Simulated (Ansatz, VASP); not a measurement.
Two plane-wave programs on MgF2

```
CELL_PARAMETERS angstrom
4.55604 0.00000 0.00000
0.00000 4.55604 0.00000
0.00000 0.00000 3.01212
ATOMIC_POSITIONS crystal
Mg 0.00000 0.00000 0.00000
Mg 0.50000 0.50000 0.50000
F 0.30297 0.30297 0.00000
F 0.19703 0.80297 0.50000
F 0.69703 0.69703 0.00000
F 0.80297 0.19703 0.50000
```

Alike in both runs: functional LDA; k mesh 6 × 6 × 8; occupations gaussian, width 0.02 eV; no spin polarisation.

Ansatz relaxed the structure, and its values are those at the end. VASP's run is a single point on that final structure, the one shown.

|  | VASP | Ansatz |
| --- | --- | --- |
| version | VASP 6.6.1 | Ansatz 0.2.0 |
| potentials or method | VASP PAW LDA potentials, release 64 (Mg_sv, F), cutoff 840 eV | scalar-relativistic, plane waves, PAW |
| valence electrons in the cell | 48 | 48 |

Ansatz gave:

| Item | Value |
| --- | --- |
| gap on the k mesh at the Fermi level (eV) | 7.09 |
| least direct gap on the mesh (eV) | 7.09 |
| pressure (GPa) | 0.0 |
| rms of the force components (eV/Å) | 0.000 |

Q: Estimate VASP's values.

A: gap on the k mesh at the Fermi level (eV): 7.07; least direct gap on the mesh (eV): 7.07; pressure (GPa): 0.3; rms of the force components (eV/Å): 0.005.

LDA's correlation is that of Perdew and Zunger in VASP and of Perdew and Wang (1992) in Ansatz.
